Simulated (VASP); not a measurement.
# SnO (Pmn2_1) in VASP: single point with PBEsol

Aim: the single point of SnO with PBEsol.

All numbers are computed with VASP 6.6.1; they aren't measurements. Logs are shortened: lines on timing, memory, paths and dates and some standing lists are left out, and cuts for length are marked.

**1. The cell of the first run**

It takes space group Pmn2_1 (No. 31, orthorhombic). The conventional cell has a = 3.325 Å, b = 5.728 Å, c = 3.857 Å, α = 90.00°, β = 90.00°, γ = 90.00°. Within 2.8 Å of Sn (site symmetry m) lie 3 O at 2.13 to 2.15 Å. O (site symmetry m) has 3 Sn at 2.13 to 2.15 Å and 4 O at 2.87 Å within 2.9 Å.

**2. Single point, PBEsol**

POSCAR

```
SnO
1.0
    3.3254634657      0.0000000000      0.0000000000
    0.0000000000      5.7280366869      0.0000000000
    0.0000000000      0.0000000000      3.8570918984
Sn O
2 2
Direct
    0.0000000000      0.2333604982      0.5273199263
    0.5000000000      0.7666395018      0.0273199263
    0.0000000000      0.8851528581      0.7226810732
    0.5000000000      0.1148471419      0.2226810732
```

INCAR.step1

```
SYSTEM = SnO
PREC = Accurate ; ENCUT = 520
EDIFF = 1E-7 ; ISMEAR = 0
SIGMA = 0.01 ; LREAL = .FALSE.
LASPH = .TRUE. ; NELM = 100
ALGO = Normal ; ISIF = 2
LWAVE = .FALSE. ; LCHARG = .TRUE.
GGA = PS ; NBANDS = 28
```

KPOINTS.step1

```
regular mesh
0
G
  7 4 6
  0 0 0
```

INCAR.step2

```
SYSTEM = SnO
PREC = Accurate ; ENCUT = 520
EDIFF = 1E-7 ; ISMEAR = -5
SIGMA = 0.01 ; LREAL = .FALSE.
LASPH = .TRUE. ; NELM = 100
ALGO = Normal ; ISIF = 2
LWAVE = .FALSE. ; LCHARG = .FALSE.
GGA = PS ; LORBIT = 11
NEDOS = 2001 ; ICHARG = 11
```

KPOINTS.step2

```
regular mesh
0
G
  11 6 9
  0 0 0
```

Potentials or basis: VASP PAW PBE potentials, release 64 (Sn_d, O).

The run is started by

```console
> cat potpaw_PBE.64/Sn_d/POTCAR potpaw_PBE.64/O/POTCAR > POTCAR
> cp INCAR.step1 INCAR
> cp KPOINTS.step1 KPOINTS
> mpirun -np 1 vasp_std > vasp.out
> cp INCAR.step2 INCAR
> cp KPOINTS.step2 KPOINTS
> mpirun -np 1 vasp_std > vasp.out
```

OUTCAR:

```text
SYSTEM = SnO
   PREC = Accurate
   ENCUT = 520
   EDIFF = 1E-7
   ISMEAR = -5
   LREAL = .FALSE.
   LASPH = .TRUE.
   NELM = 100
   ISIF = 2
   GGA = PS
   LORBIT = 11
   ICHARG = 11

 ion  position               nearest neighbor table
   1  0.000  0.233  0.527-   3 2.13   4 2.15   4 2.15   2 3.69   2 3.69   2 3.69   2 3.69
   2  0.500  0.767  0.027-   4 2.13   3 2.15   3 2.15   1 3.69   1 3.69   1 3.69   1 3.69
   3  0.000  0.885  0.723-   1 2.13   2 2.15   2 2.15
   4  0.500  0.115  0.223-   2 2.13   1 2.15   1 2.15

  LATTYP: Found a simple orthorhombic cell.
 ALAT       =     3.3254634657
 B/A-ratio  =     1.1598659670
 C/A-ratio  =     1.7224777075

  Lattice vectors:

 A1 = (  -3.3254634657,   0.0000000000,   0.0000000000)
 A2 = (   0.0000000000,   0.0000000000,   3.8570918984)
 A3 = (   0.0000000000,   5.7280366869,   0.0000000000)

Analysis of symmetry for initial positions (statically):
=====================================================================
 Subroutine PRICEL returns:
 Original cell was already a primitive cell.

 Routine SETGRP: Setting up the symmetry group for a
 simple orthorhombic supercell.

 Subroutine GETGRP returns: Found  4 space group operations
 (whereof  2 operations were pure point group operations)
 out of a pool of  8 trial point group operations.

The static configuration has the point symmetry C_1h.
 The point group associated with its full space group is C_2v.

Analysis of symmetry for dynamics (positions and initial velocities):
=====================================================================
 Subroutine PRICEL returns:
 Original cell was already a primitive cell.

 Routine SETGRP: Setting up the symmetry group for a
 simple orthorhombic supercell.

 Subroutine GETGRP returns: Found  4 space group operations
 (whereof  2 operations were pure point group operations)
 out of a pool of  8 trial point group operations.

The dynamic configuration has the point symmetry C_1h.
 The point group associated with its full space group is C_2v.

 Subroutine INISYM returns: Found  4 space group operations
 (whereof  2 operations are pure point group operations),
 and found     1 'primitive' translations

----------------------------------------------------------------------------------------

                                     Primitive cell

  volume of cell :      73.4713

  direct lattice vectors                    reciprocal lattice vectors
     3.325463466  0.000000000  0.000000000     0.300709964  0.000000000  0.000000000
     0.000000000  5.728036687  0.000000000     0.000000000  0.174579887  0.000000000
     0.000000000  0.000000000  3.857091898     0.000000000  0.000000000  0.259262685

  length of vectors
     3.325463466  5.728036687  3.857091898     0.300709964  0.174579887  0.259262685

  position of ions in fractional coordinates (direct lattice)
     0.000000000  0.233360498  0.527319926
     0.500000000  0.766639502  0.027319926
     0.000000000  0.885152858  0.722681073
     0.500000000  0.114847142  0.222681073

  ion indices of the primitive-cell ions
   primitive index   ion index
                 1           1
                 2           2
                 3           3
                 4           4

----------------------------------------------------------------------------------------

 KPOINTS: regular mesh

Automatic generation of k-mesh.
 Grid dimensions read from file:
 generate k-points for:   11    6    9

 Generating k-lattice:

  Cartesian coordinates                     Fractional coordinates (reciprocal lattice)
     0.027337269  0.000000000  0.000000000     0.090909091  0.000000000  0.000000000
     0.000000000  0.029096648  0.000000000     0.000000000  0.166666667  0.000000000
     0.000000000  0.000000000  0.028806965     0.000000000  0.000000000  0.111111111

  Length of vectors
     0.027337269  0.029096648  0.028806965

  Shift w.r.t. Gamma in fractional coordinates (k-lattice)
     0.000000000  0.000000000  0.000000000

 TETIRR: Found   1773 inequivalent tetrahedra from     3564

 Subroutine IBZKPT returns following result:
 ===========================================

 Found    120 irreducible k-points:

 Following reciprocal coordinates:
            Coordinates               Weight
  0.000000  0.000000  0.000000      1.000000
  0.090909  0.000000  0.000000      2.000000
  0.181818  0.000000  0.000000      2.000000
  0.272727  0.000000  0.000000      2.000000
  0.363636  0.000000  0.000000      2.000000
  0.454545  0.000000  0.000000      2.000000
[... 16 lines left out ...]
  0.363636  0.500000  0.000000      2.000000
  0.454545  0.500000  0.000000      2.000000
 [... further k-points ...]
   k-points           NKPTS =    120   k-points in BZ     NKDIM =    120   number of bands    NBANDS=     24
   number of dos      NEDOS =   2001   number of ions     NIONS =      4
   total plane-waves  NPLWV =  40320
   dimension x,y,z NGX =    28 NGY =   48 NGZ =   30
   dimension x,y,z NGXF=    56 NGYF=   96 NGZF=   60
   ions per type =               2   2
   NGX,Y,Z   is equivalent  to a cutoff of  14.00, 13.93, 12.93 a.u.
   NGXF,Y,Z  is equivalent  to a cutoff of  28.00, 27.86, 25.86 a.u.
 SYSTEM =  SnO
   PREC   = accura    normal or accurate (medium, high low for compatibility)
   ISTART =      0    job   : 0-new  1-cont  2-samecut
   ICHARG =     11    charge: 1-file 2-atom 10-const
   ISPIN  =      1    spin polarized calculation?
   LNONCOLLINEAR =      F non collinear calculations
   LSORBIT =      F    spin-orbit coupling
   LASPH  =      T    aspherical Exc in radial PAW
   ENCUT  =  520.0 eV  38.22 Ry    6.18 a.u.   6.18 10.65  7.17*2*pi/ulx,y,z
   NELM   =    100;   NELMIN=  2; NELMDL=  0     # of ELM steps
   EDIFF  = 0.1E-06   stopping-criterion for ELM
   LREAL  =      F    real-space projection
   EDIFFG = 0.1E-05   stopping-criterion for IOM
   NSW    =      0    number of steps for IOM
   IBRION =     -1    ionic relax: 0-MD 1-quasi-New 2-CG
   NFREE  =      0    steps in history (QN), initial steepest desc. (CG)
   ISIF   =      2    stress and relaxation
   ISYM   =      2    0-nonsym 1-usesym 2-fastsym
   POTIM  = 0.5000    time-step for ionic-motion
   TEBEG  =    0.0;   TEEND  =   0.0 temperature during run
   PSTRESS=    0.0 pullay stress
   NELECT =      40.0000    total number of electrons
   NUPDOWN=      -1.0000    fix difference up-down
   EMIN   =  10.00;   EMAX   =-10.00  energy-range for DOS
   EFERMI =   0.00;   METHOD = LEGACY
   ISMEAR =    -5;   SIGMA  =   0.01  broadening in eV -4-tet -1-fermi 0-gaus
   EFERMI_NEDOS =   21; number of points for ismear=-14 and -15
   IALGO  =     38    algorithm
   IMIX   =      4    mixing-type and parameters
     AMIX     =   0.40;   BMIX     =  1.00
     AMIX_MAG =   1.60;   BMIX_MAG =  1.00
  volume/ion in A,a.u.               =      18.37       123.95
  Fermi-wavevector in a.u.,A,eV,Ry     =   1.336766  2.526122 24.312853  1.786944
  Thomas-Fermi vector in A             =   2.465367
   LORBIT       =     11    0 simple, 1 ext, 2 COOP (PROOUT), +10 PAW based schemes
   GGA     = PS    functional components
   LHFCALC =     F    Hartree Fock is set to
   AEXX    =    0.0000 exact exchange contribution
   IVDW    =     0    specifies the selected vdW correction
   LEPSILON=     F    determine dielectric tensor
   LRPA    =     F    only Hartree local field effects (RPA)
 non-spin polarized calculation
 Fermi weights with tetrahedron method with Bloechl corrections
  energy-cutoff  :      520.00
  volume of cell :       73.47
 maximum number of plane-waves:      2010
 NGX is ok and might be reduce to    28

 number of electron      40.0000005 magnetization

 Free energy of the ion-electron system (eV)
  ---------------------------------------------------
  ext. energy  EPLUGINS =         0.00000000
  ---------------------------------------------------
  free energy    TOTEN  =       -23.83384573 eV

  energy without entropy =      -23.83384573  energy(sigma->0) =      -23.83384573

 E-fermi :   5.6887     XC(G=0): -10.2568

 val. band max:        5.6806502794   @ k =   0.0000   0.0000   0.0000
 cond. band min:       6.9515079236   @ k =   0.3636   0.5000   0.0000
 fundamental gap:      1.2708576442
 Fermi energy:         5.6886772954

 k-point     1 :       0.0000    0.0000    0.0000
  band No.  band energies     occupation
      1     -15.5421      2.00000
      2     -15.1781      2.00000
      3     -15.0986      2.00000
      4     -15.0497      2.00000
      5     -15.0222      2.00000
      6     -15.0095      2.00000
[... 16 lines left out ...]
     23      11.9585      0.00000
     24      11.9691      0.00000

 k-point     2 :       0.0909    0.0000    0.0000
  band No.  band energies     occupation
      1     -15.5377      2.00000
      2     -15.1707      2.00000
      3     -15.0929      2.00000
      4     -15.0776      2.00000
      5     -15.0273      2.00000
      6     -15.0071      2.00000
[... 16 lines left out ...]
     23      11.9323      0.00000
     24      11.9670      0.00000

 k-point     3 :       0.1818    0.0000    0.0000
  band No.  band energies     occupation
      1     -15.5295      2.00000
      2     -15.2063      2.00000
      3     -15.0936      2.00000
      4     -15.0768      2.00000
      5     -15.0378      2.00000
      6     -15.0077      2.00000
[... 16 lines left out ...]
     23      11.1355      0.00000
     24      11.5224      0.00000
[... 514 lines left out ...]
 k-point    23 :       0.3636    0.5000    0.0000
  band No.  band energies     occupation
      1     -15.5263      2.00000
      2     -15.4071      2.00000
      3     -15.0413      2.00000
      4     -15.0345      2.00000
      5     -15.0278      2.00000
      6     -15.0176      2.00000
[... 16 lines left out ...]
     23      10.8865      0.00000
     24      11.9169      0.00000

 k-point    24 :       0.4545    0.5000    0.0000
  band No.  band energies     occupation
      1     -15.5147      2.00000
      2     -15.4771      2.00000
      3     -15.0406      2.00000
      4     -15.0374      2.00000
      5     -15.0148      2.00000
      6     -15.0100      2.00000
[... 16 lines left out ...]
     23      11.6992      0.00000
     24      12.2207      0.00000

 [... further k-points ...]

------------------------ aborting loop because EDIFF is reached ----------------------------------------

  FORCE on cell =-STRESS in cart. coord.  units (eV):
  Direction    XX          YY          ZZ          XY          YZ          ZX
  --------------------------------------------------------------------------------------
  -------------------------------------------------------------------------------------
  Total        0.0808431      0.1484743      0.1061642      0.0000000      0.0000000      0.0000000
  in kB        1.7629312      3.2377552      2.3151047      0.0000000      0.0000000      0.0000000
  external PRESSURE =       2.4385970 kB  Pullay stress =       0.0000000 kB

 VOLUME and BASIS-vectors are now :
 -----------------------------------------------------------------------------
  energy-cutoff  :      520.00
  volume of cell :       73.47
      direct lattice vectors                 reciprocal lattice vectors
     3.325463466  0.000000000  0.000000000     0.300709964  0.000000000  0.000000000
     0.000000000  5.728036687  0.000000000     0.000000000  0.174579887  0.000000000
     0.000000000  0.000000000  3.857091898     0.000000000  0.000000000  0.259262685

 POSITION                                       TOTAL-FORCE (eV/Angst)
 -----------------------------------------------------------------------------------
      0.00000      1.33670      2.03392         0.000000      0.079835      0.032404
      1.66273      4.39134      0.10538         0.000000     -0.079835      0.032404
      0.00000      5.07019      2.78745         0.000000     -0.003420     -0.032404
      1.66273      0.65785      0.85890         0.000000      0.003420     -0.032404
 -----------------------------------------------------------------------------------
    total drift:                               -0.000000      0.000000     -0.000695

  FREE ENERGIE OF THE ION-ELECTRON SYSTEM (eV)
  ---------------------------------------------------
  free  energy   TOTEN  =       -23.8338457254 eV

  energy  without entropy=      -23.8338457254  energy(sigma->0) =      -23.83384573

 total charge

# of ion       s       p       d       tot
------------------------------------------
    1        1.270   0.828  10.078  12.175
    2        1.270   0.828  10.078  12.175
    3        1.572   3.407   0.000   4.979
    4        1.572   3.407   0.000   4.979
--------------------------------------------------
tot          5.682   8.470  20.156  34.308
```

It took 2 min on 1 thread of AMD EPYC 9R45 (Zen 5), shared host; peak memory 0.29 GiB.

Results:

```yaml
Valence_electrons_inside_the_program's_atomic_spheres: Sn 12.18; O 4.98
```

Caveat: the PAW data sets were made with another functional, which shifts forces and pressure a little; spin-orbit coupling is left out, which moves the levels of the heavy elements.
